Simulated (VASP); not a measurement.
Input of a VASP 6.6.1 run:

File INCAR:

```
SYSTEM = CuGe4
ALGO = Normal ; DIPOL = 0.5 0.5 0.344
EDIFF = 1E-7 ; ENCUT = 520
GGA = PE ; IDIPOL = 3
ISIF = 2 ; ISMEAR = 0
LASPH = .TRUE. ; LCHARG = .TRUE.
LDIPOL = .TRUE. ; LELF = .TRUE.
LREAL = .FALSE. ; LVACPOTAV = .TRUE.
LVHAR = .TRUE. ; LWAVE = .FALSE.
NBANDS = 42 ; NELM = 100
PREC = Accurate ; SIGMA = 0.1
```

The input KPOINTS:

```
k-points
0
G
  7 7 1
  0 0 0
```

Contents of POSCAR:

```
CuGe4
1.0
    4.0740542205      0.0000000000      0.0000000000
    0.0000000000      4.0740542205      0.0000000000
    0.0000000000      0.0000000000     19.8557568590
Ge Cu
4 1
Direct
    0.0000000000      0.5000000000      0.2014529100
    0.0000000000      0.0000000000      0.2739958855
    0.5000000000      0.0000000000      0.3493666156
    0.5000000000      0.5000000000      0.4208228837
    1.0000000000      0.6250000000      0.4722921425
```

Potentials or basis: VASP PAW PBE potentials, release 64 (Ge_d, Cu).

The run is started by

```bash
$ cat potpaw_PBE.64/Ge_d/POTCAR potpaw_PBE.64/Cu/POTCAR > POTCAR
$ mpirun -np 1 vasp_std > vasp.out
```

(1) Estimate the largest force.

(2) Estimate the band gap on the k mesh.

Answers

(1) 0.142 eV/Å.

(2) zero (an odd number of electrons rules out a gap without spin polarisation).
